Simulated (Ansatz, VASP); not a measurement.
## Tl: VASP beside Ansatz

```
CELL_PARAMETERS angstrom
-1.94100 1.94100 1.90218
1.94100 -1.94100 1.90218
1.94100 1.94100 -1.90218
ATOMIC_POSITIONS crystal
Tl 0.00000 0.00000 0.00000
```

Change from the starting cell: zz strain of -2 %, crystal datasets.

Alike in both runs: task electric field gradients; functional LDA; k mesh 13 × 13 × 13; occupations fermi-dirac, width 0.05 eV; no spin polarisation.

```csv
,VASP,Ansatz
version,VASP 6.6.1,Ansatz 0.2.0
potentials or method,"VASP PAW LDA potentials, release 64 (Tl_d), cutoff 520 eV","all-electron PAW with datasets made for the crystal, scalar-relativistic"
```

VASP gave:

- pressure (GPa): -1.8
- traceless stress, the component that is largest in VASP (GPa): -0.20
- size of Vzz on the site where it differs most (V/Å²): 1.3

Q: Estimate Ansatz's values.

A: Pressure (GPa): -1.9; traceless stress, the component that is largest in VASP (GPa): -0.21; size of Vzz on the site where it differs most (V/Å²): 1.4.

LDA's correlation is that of Perdew and Zunger in VASP and of Perdew and Wang (1992) in Ansatz. Ansatz ran all-electron here, and VASP with PAW potentials.

Neither program's run includes spin-orbit coupling.
